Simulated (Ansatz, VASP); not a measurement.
MoSe in VASP and in Ansatz

The input INCAR:

```
SYSTEM = MoSe
  PREC = Accurate
  ENCUT = 500
  EDIFF = 1E-6
  ISMEAR = 0
  SIGMA = 0.05
  LREAL = .FALSE.
  LASPH = .TRUE.
  NELM = 200
  ALGO = Normal
  ISIF = 2
  LWAVE = .FALSE.
  LCHARG = .FALSE.
  ISPIN = 2
  MAGMOM = 0.24 0
  LORBIT = 11
  LMAXMIX = 4
  GGA = PS
  NBANDS = 21
  GGA_COMPAT = .FALSE.
```

File KPOINTS:

```
regular mesh
0
G
  10 10 10
  0 0 0
```

The input POSCAR:

```
MoSe
1.0
    0.0000000000      2.5580757262      2.5580757262
    2.5580757262      0.0000000000      2.5580757262
    2.5580757262      2.5580757262      0.0000000000
Mo Se
1 1
Direct
    0.5000000000      0.5000000000      0.5000000000
    0.0000000000      0.0000000000      0.0000000000
```

Input for Ansatz:

```yaml
crystal:
  lattice:
    - [0.0, 2.5580757262, 2.5580757262]
    - [2.5580757262, 0.0, 2.5580757262]
    - [2.5580757262, 2.5580757262, 0.0]
  atoms:
    - { symbol: Mo, position: [0.5, 0.5, 0.5], spin: 0.24 }
    - { symbol: Se, position: [0.0, 0.0, 0.0] }
basis:
  ecutwfc: 420
  ecutrho_ratio: 4
kpoints:
  mp_grid: { grid: [10, 10, 10] }
hamiltonian:
  xc: pbesol
scf:
  occupations: { method: gaussian, width: 0.05 }
output:
  forces: true
  stress: true
  eigenvalues: true
  populations: true
magnetization:
  spin_polarized: true
```

Alike in both runs: task single point; functional PBEsol; k mesh 10 × 10 × 10; occupations gaussian, width 0.05 eV; collinear spin.

```csv
,VASP,Ansatz
version,VASP 6.6.1,Ansatz 0.2.0
potentials or method,"VASP PAW PBE potentials, release 64 (Mo_sv, Se), cutoff 500 eV","scalar-relativistic, plane waves, PAW"
valence electrons in the cell,20,30
```

Ansatz gave:

- pressure (GPa): 3.2
- net moment per atom (μB): 0.00

Question: What did VASP give for the same quantities?

Answer: Pressure (GPa): 3.6; net moment per atom (μB): 0.00.

VASP's potentials were made for PBE, not for PBEsol. VASP's potentials hold 20 valence electrons a cell and Ansatz's 30, so a difference there can come from the potentials and not from the codes. Ansatz's warnings: seeded moment not kept.
